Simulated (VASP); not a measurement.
# Rb16H (a cell with a defect) in VASP: single point with PBE

Aim: the single point of Rb16H (a cell with a defect) with PBE.

Program: VASP 6.6.1. These are calculated values, not measurements. Logs are shortened: lines on timing, memory, paths and dates and some standing lists are left out, and cuts for length are marked.

**1. The cell of the first run**

The cell holds a defect, 17 atoms: a = 11.180 Å, b = 11.180 Å, c = 11.180 Å, α = 90.00°, β = 90.00°, γ = 90.00°.

**2. Single point, PBE**

Contents of INCAR:

```
SYSTEM = Rb16H
PREC = Accurate
ENCUT = 520
EDIFF = 1E-6
ISMEAR = -1
SIGMA = 0.1
LREAL = Auto
LASPH = .True.
NELM = 60
ALGO = Normal
ISIF = 2
LWAVE = .False.
LCHARG = .True.
GGA = PE
LELF = .True.
LVHAR = .True.
NBANDS = 86
```

Contents of KPOINTS:

```
regular mesh
0
Gamma
  1 1 1
  0 0 0
```

Contents of POSCAR:

```
Rb16H
1.0
   11.1800000000      0.0000000000      0.0000000000
    0.0000000000     11.1800000000      0.0000000000
    0.0000000000      0.0000000000     11.1800000000
Rb H
16 1
Direct
    0.0045209847      0.0362693641     -0.0001905235
    0.4817990167     -0.0119575343     -0.0005153172
    0.0046134050      0.4638719848     -0.0001816954
   -0.0114988085      0.0161426377      0.4998353858
    0.2678113119      0.2499168161      0.2611072720
    0.4818956640      0.5117484429     -0.0005163344
    0.5125472568     -0.0112907938      0.4998587497
    0.7450982048      0.2499741393      0.2140436112
   -0.0115198590      0.4837192237      0.4998372665
    0.2371796859      0.7499812178      0.2605944097
    0.2683755527      0.2499177526      0.7376059430
    0.5125838398      0.5111250792      0.4998595152
    0.7615062620      0.7499756164      0.2334055602
    0.7456057893      0.2499650055      0.7867629230
    0.2373978847      0.7499805257      0.7383737206
    0.7613744282      0.7499737254      0.7657249546
    0.8748067812      0.2498928968     -0.0006744409
```

Potentials or basis: VASP PAW PBE potentials, release 64 (Rb_sv, H).

Command:

```bash
$ cat potpaw_PBE.64/Rb_sv/POTCAR potpaw_PBE.64/H/POTCAR > POTCAR
$ mpirun -np 1 vasp_gam > vasp.out
```

OUTCAR:

```text
SYSTEM = Rb16H
   PREC = Accurate
   ENCUT = 520
   EDIFF = 1E-6
   ISMEAR = -1
   LREAL = Auto
   LASPH = .True.
   NELM = 60
   ISIF = 2
   GGA = PE

 ion  position               nearest neighbor table
   1  0.005  0.036  1.000-  17 2.79  14 4.45   8 4.46   3 4.78   5 4.79  11 4.80  13 4.94  16 4.95
                            10 5.05  15 5.06   2 5.36   4 5.60   4 5.60
   2  0.482  0.988  0.999-  11 4.78   5 4.78  14 4.79   8 4.80  15 4.80  10 4.80  16 4.87  13 4.87
                             6 5.32   1 5.36   7 5.60   7 5.60
   3  0.005  0.464  1.000-  17 2.80  14 4.45   8 4.46   1 4.78   5 4.79  11 4.80  13 4.94  16 4.95
                            10 5.05  15 5.05   6 5.36   9 5.60   9 5.60
   4  0.989  0.016  0.500-  11 4.87   5 4.87  15 4.87  10 4.87  16 4.91  13 4.92   8 4.94  14 4.95
                             9 5.23   7 5.33   1 5.60   1 5.60
   5  0.268  0.250  0.261-   2 4.78   6 4.78   1 4.79   3 4.79   7 4.81  12 4.81   4 4.87   9 4.87
                            11 5.33   8 5.36  10 5.60  10 5.60
   6  0.482  0.512  0.999-  11 4.78   5 4.78  14 4.79   8 4.79  15 4.80  10 4.81  16 4.87  13 4.87
                             2 5.32   3 5.36  12 5.60  12 5.60
   7  0.513  0.989  0.500-  11 4.80   5 4.81  15 4.87  16 4.87  13 4.87  10 4.87   8 5.05  14 5.06
                             4 5.33  12 5.34   2 5.60   2 5.60
   8  0.745  0.250  0.214-  17 2.80   1 4.46   3 4.46  14 4.78   6 4.79   2 4.80   9 4.94   4 4.94
                            12 5.05   7 5.05   5 5.36  13 5.60  13 5.60
   9  0.988  0.484  0.500-  11 4.87   5 4.87  15 4.87  10 4.87  16 4.91  13 4.92   8 4.94  14 4.95
                             4 5.23  12 5.33   3 5.60   3 5.60
  10  0.237  0.750  0.261-   2 4.80   6 4.81   4 4.87   9 4.87   7 4.87  12 4.88   3 5.05   1 5.05
                            13 5.33  15 5.34   5 5.60   5 5.60
  11  0.268  0.250  0.738-   2 4.78   6 4.78   1 4.80   3 4.80   7 4.80  12 4.80   4 4.87   9 4.87
                             5 5.33  14 5.36  15 5.60  15 5.60
  12  0.513  0.511  0.500-  11 4.80   5 4.81  16 4.87  15 4.87  13 4.87  10 4.88   8 5.05  14 5.06
                             9 5.33   7 5.34   6 5.60   6 5.60
  13  0.762  0.750  0.233-   2 4.87   6 4.87   7 4.87  12 4.87   4 4.92   9 4.92   3 4.94   1 4.94
                            16 5.23  10 5.33   8 5.60   8 5.60
  14  0.746  0.250  0.787-  17 2.78   1 4.45   3 4.45   8 4.78   6 4.79   2 4.79   9 4.95   4 4.95
                            12 5.06   7 5.06  11 5.36  16 5.60  16 5.60
  15  0.237  0.750  0.738-   2 4.80   6 4.80   7 4.87  12 4.87   4 4.87   9 4.87   3 5.05   1 5.06
                            16 5.33  10 5.34  11 5.60  11 5.60
  16  0.761  0.750  0.766-   2 4.87   6 4.87   7 4.87  12 4.87   4 4.91   9 4.91   3 4.95   1 4.95
                            13 5.23  15 5.33  14 5.60  14 5.60
  17  0.875  0.250  0.999-  14 2.78   1 2.79   3 2.80   8 2.80

  LATTYP: Found a simple cubic cell.
 ALAT       =    11.1800000000

  Lattice vectors:

 A1 = (  11.1800000000,   0.0000000000,   0.0000000000)
 A2 = (   0.0000000000,  11.1800000000,   0.0000000000)
 A3 = (   0.0000000000,   0.0000000000,  11.1800000000)

Analysis of symmetry for initial positions (statically):
=====================================================================
 Subroutine PRICEL returns:
 Original cell was already a primitive cell.

 Routine SETGRP: Setting up the symmetry group for a
 simple cubic supercell.

 Subroutine GETGRP returns: Found  1 space group operations
 (whereof  1 operations were pure point group operations)
 out of a pool of 48 trial point group operations.

The static configuration has the point symmetry C_1 .

Analysis of symmetry for dynamics (positions and initial velocities):
=====================================================================
 Subroutine PRICEL returns:
 Original cell was already a primitive cell.

 Routine SETGRP: Setting up the symmetry group for a
 simple cubic supercell.

 Subroutine GETGRP returns: Found  1 space group operations
 (whereof  1 operations were pure point group operations)
 out of a pool of 48 trial point group operations.

The dynamic configuration has the point symmetry C_1 .

 Subroutine INISYM returns: Found  1 space group operations
 (whereof  1 operations are pure point group operations),
 and found     1 'primitive' translations

----------------------------------------------------------------------------------------

                                     Primitive cell

  volume of cell :    1397.4150

  direct lattice vectors                    reciprocal lattice vectors
    11.180000000  0.000000000  0.000000000     0.089445438  0.000000000  0.000000000
     0.000000000 11.180000000  0.000000000     0.000000000  0.089445438  0.000000000
     0.000000000  0.000000000 11.180000000     0.000000000  0.000000000  0.089445438

  length of vectors
    11.180000000 11.180000000 11.180000000     0.089445438  0.089445438  0.089445438

  position of ions in fractional coordinates (direct lattice)
     0.004520985  0.036269364  0.999809476
     0.481799017  0.988042466  0.999484683
     0.004613405  0.463871985  0.999818305
     0.988501191  0.016142638  0.499835386
     0.267811312  0.249916816  0.261107272
     0.481895664  0.511748443  0.999483666
[... 9 lines left out ...]
     0.761374428  0.749973725  0.765724955
     0.874806781  0.249892897  0.999325559

  ion indices of the primitive-cell ions
   primitive index   ion index
                 1           1
                 2           2
                 3           3
                 4           4
                 5           5
                 6           6
[... 9 lines left out ...]
                16          16
                17          17

----------------------------------------------------------------------------------------

 KPOINTS: regular mesh

Automatic generation of k-mesh.
 Grid dimensions read from file:
 generate k-points for:    1    1    1

 Generating k-lattice:

  Cartesian coordinates                     Fractional coordinates (reciprocal lattice)
     0.089445438  0.000000000  0.000000000     1.000000000  0.000000000  0.000000000
     0.000000000  0.089445438  0.000000000     0.000000000  1.000000000  0.000000000
     0.000000000  0.000000000  0.089445438     0.000000000  0.000000000  1.000000000

  Length of vectors
     0.089445438  0.089445438  0.089445438

  Shift w.r.t. Gamma in fractional coordinates (k-lattice)
     0.000000000  0.000000000  0.000000000

 Subroutine IBZKPT returns following result:
 ===========================================

 Found      1 irreducible k-points:

 Following reciprocal coordinates:
            Coordinates               Weight
  0.000000  0.000000  0.000000      1.000000
   k-points           NKPTS =      1   k-points in BZ     NKDIM =      1   number of bands    NBANDS=     86
   number of dos      NEDOS =    301   number of ions     NIONS =     17
   total plane-waves  NPLWV = 592704
   dimension x,y,z NGX =    84 NGY =   84 NGZ =   84
   dimension x,y,z NGXF=   168 NGYF=  168 NGZF=  168
   ions per type =              16   1
   NGX,Y,Z   is equivalent  to a cutoff of  12.49, 12.49, 12.49 a.u.
   NGXF,Y,Z  is equivalent  to a cutoff of  24.98, 24.98, 24.98 a.u.
 SYSTEM =  Rb16H
   PREC   = accura    normal or accurate (medium, high low for compatibility)
   ISTART =      0    job   : 0-new  1-cont  2-samecut
   ICHARG =      2    charge: 1-file 2-atom 10-const
   ISPIN  =      1    spin polarized calculation?
   LNONCOLLINEAR =      F non collinear calculations
   LSORBIT =      F    spin-orbit coupling
   LASPH  =      T    aspherical Exc in radial PAW
   ENCUT  =  520.0 eV  38.22 Ry    6.18 a.u.  20.79 20.79 20.79*2*pi/ulx,y,z
   NELM   =     60;   NELMIN=  2; NELMDL= -5     # of ELM steps
   EDIFF  = 0.1E-05   stopping-criterion for ELM
   LREAL  =      T    real-space projection
   EDIFFG = 0.1E-04   stopping-criterion for IOM
   NSW    =      0    number of steps for IOM
   IBRION =     -1    ionic relax: 0-MD 1-quasi-New 2-CG
   NFREE  =      0    steps in history (QN), initial steepest desc. (CG)
   ISIF   =      2    stress and relaxation
   ISYM   =      2    0-nonsym 1-usesym 2-fastsym
   POTIM  = 0.5000    time-step for ionic-motion
   TEBEG  =    0.0;   TEEND  =   0.0 temperature during run
   PSTRESS=    0.0 pullay stress
   NELECT =     145.0000    total number of electrons
   NUPDOWN=      -1.0000    fix difference up-down
   EMIN   =  10.00;   EMAX   =-10.00  energy-range for DOS
   EFERMI =   0.00;   METHOD = LEGACY
   ISMEAR =    -1;   SIGMA  =   0.10  broadening in eV -4-tet -1-fermi 0-gaus
   EFERMI_NEDOS =   21; number of points for ismear=-14 and -15
   IALGO  =     38    algorithm
   IMIX   =      4    mixing-type and parameters
     AMIX     =   0.40;   BMIX     =  1.00
     AMIX_MAG =   1.60;   BMIX_MAG =  1.00
  volume/ion in A,a.u.               =      82.20       554.72
  Fermi-wavevector in a.u.,A,eV,Ry     =   0.769288  1.453744  8.051985  0.591804
  Thomas-Fermi vector in A             =   1.870245
   LORBIT       =      0    0 simple, 1 ext, 2 COOP (PROOUT), +10 PAW based schemes
   GGA     = PE    functional components
[... 5 lines left out ...]
 non-spin polarized calculation
  energy-cutoff  :      520.00
  volume of cell :     1397.42
 maximum number of plane-waves:     18781
 NGX is ok and might be reduce to    84
   NGX = 41   NGY = 41   NGZ = 41

 number of electron     145.0000003 magnetization

 Free energy of the ion-electron system (eV)
  ---------------------------------------------------
  ext. energy  EPLUGINS =         0.00000000
  ---------------------------------------------------
  free energy    TOTEN  =       -17.98817579 eV

  energy without entropy =      -17.58882829  energy(sigma->0) =      -17.78850204

 E-fermi :   0.1459     XC(G=0):  -5.5598

 val. band max:       -0.1718179506   @ k =   0.0000   0.0000   0.0000
 cond. band min:       0.3334636917   @ k =   0.0000   0.0000   0.0000
 fundamental gap:      0.5052816423
 Fermi energy:         0.1458854680

 k-point     1 :       0.0000    0.0000    0.0000
  band No.  band energies     occupation
      1     -28.8068      2.00000
      2     -28.8049      2.00000
      3     -28.8049      2.00000
      4     -28.8045      2.00000
      5     -28.8042      2.00000
      6     -28.8032      2.00000
[... 76 lines left out ...]
     83       0.9392      0.00072
     84       1.1270      0.00011
 [bands above 84 left out]

------------------------ aborting loop because EDIFF is reached ----------------------------------------

  FORCE on cell =-STRESS in cart. coord.  units (eV):
  Direction    XX          YY          ZZ          XY          YZ          ZX
  --------------------------------------------------------------------------------------
  -------------------------------------------------------------------------------------
  Total        1.3124952      0.7675529      0.7749060     -0.0035217     -0.0000329      0.0205698
  in kB        1.5048142      0.8800219      0.8884525     -0.0040377     -0.0000377      0.0235839
  external PRESSURE =       1.0910962 kB  Pullay stress =       0.0000000 kB

 VOLUME and BASIS-vectors are now :
 -----------------------------------------------------------------------------
  energy-cutoff  :      520.00
  volume of cell :     1397.42
      direct lattice vectors                 reciprocal lattice vectors
    11.180000000  0.000000000  0.000000000     0.089445438  0.000000000  0.000000000
     0.000000000 11.180000000  0.000000000     0.000000000  0.089445438  0.000000000
     0.000000000  0.000000000 11.180000000     0.000000000  0.000000000  0.089445438

 POSITION                                       TOTAL-FORCE (eV/Angst)
 -----------------------------------------------------------------------------------
      0.05054      0.40549     11.17787        -0.011801      0.004111     -0.000851
      5.38651     11.04631     11.17424         0.001363     -0.002699      0.001404
      0.05158      5.18609     11.17797        -0.013431     -0.006859     -0.000899
     11.05144      0.18047      5.58816        -0.003240     -0.002671     -0.000290
      2.99413      2.79407      2.91918         0.001088      0.000196      0.004616
      5.38759      5.72135     11.17423         0.000826      0.003302      0.001436
[... 9 lines left out ...]
      8.51217      8.38471      8.56080         0.003931     -0.000109     -0.001726
      9.78034      2.79380     11.17246         0.002526      0.002148      0.013211
 -----------------------------------------------------------------------------------
    total drift:                               -0.000793      0.000601      0.001937

  FREE ENERGIE OF THE ION-ELECTRON SYSTEM (eV)
  ---------------------------------------------------
  free  energy   TOTEN  =       -17.9881757948 eV

  energy  without entropy=      -17.5888282918  energy(sigma->0) =      -17.78850204
```

Run time: 7.2 min. Hardware: 1 thread of Intel Xeon 8259CL, shared host; peak memory 1 GiB.

What came out:

```
Free energy            : -17.9882 eV
Pressure               : 0.1 GPa
Largest force          : 0.019 eV/Å
Band gap on the k mesh : zero (an odd number of electrons rules out a gap without spin polarisation)
```

Forces in eV/Å, atoms in the order of the input:
```
Rb  -0.012  0.004 -0.001
Rb   0.001 -0.003  0.001
Rb  -0.013 -0.007 -0.001
Rb  -0.003 -0.003  0.000
Rb   0.001  0.000  0.005
Rb   0.001  0.003  0.001
Rb   0.004 -0.008 -0.002
Rb   0.016  0.000 -0.012
Rb  -0.003  0.003  0.000
Rb  -0.003  0.000  0.010
Rb  -0.003  0.000 -0.001
Rb   0.003  0.008 -0.001
Rb   0.002  0.000  0.003
Rb   0.007  0.000 -0.006
Rb  -0.005  0.000 -0.008
Rb   0.004  0.000 -0.002
H    0.003  0.002  0.013
```

Caveat: the k points lie up to 0.56 Å⁻¹ apart, too coarse for converged energies and pressures of a metal.
